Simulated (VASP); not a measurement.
# SnO2: single point with PBE

The system is SnO2.

```
CELL_PARAMETERS angstrom
0.00000 2.53347 2.53347
2.53347 0.00000 2.53347
2.53347 2.53347 0.00000
ATOMIC_POSITIONS crystal
Sn 0.00000 0.00000 0.00000
O 0.25000 0.25000 0.25000
O 0.75000 0.75000 0.75000
```

* Program: VASP 6.6.1
* Task: single point
* Functional: PBE
* Potentials or basis: VASP PAW PBE potentials, release 64 (Sn_d, O)
* Cutoff: 520 eV
* k mesh: 8 × 8 × 8
* Occupations: fermi-dirac, width 0.02 eV
* Spin: no spin polarisation
* Dipole correction: no
* Further INCAR settings: ALGO = Normal; EDIFF = 1e-06; NBANDS = 20

- Pressure: 10.0 GPa
- Band gap on the k mesh: 0.28 eV, indirect (least direct gap 1.68 eV)

Levels at points of the mesh, in eV from the valence-band top:
| k point | band 10 | band 11 | band 12 | band 13 | band 14 | band 15 | band 16 | band 17 |
| --- | --- | --- | --- | --- | --- | --- | --- | --- |
| (0.00, 0.00, 0.00) | -2.93 | -1.40 | -1.40 | -1.40 | 0.28 | 7.13 | 7.13 | 7.13 |
| (0.50, 0.00, 0.00) | -3.43 | -3.43 | -2.14 | -2.14 | 4.91 | 8.05 | 10.46 | 10.46 |
| (0.50, 0.50, 0.00) | -5.57 | -0.20 | -0.20 | -0.12 | 3.30 | 7.26 | 9.95 | 12.32 |

Run time: 8.9 s on 1 thread of Intel(R) Xeon(R) 6975P-C (Granite Rapids), on a shared host, peak memory 0.16 GiB.

Caveat: spin-orbit coupling is left out, which moves the levels of the heavy elements. A k mesh can miss the band edges.
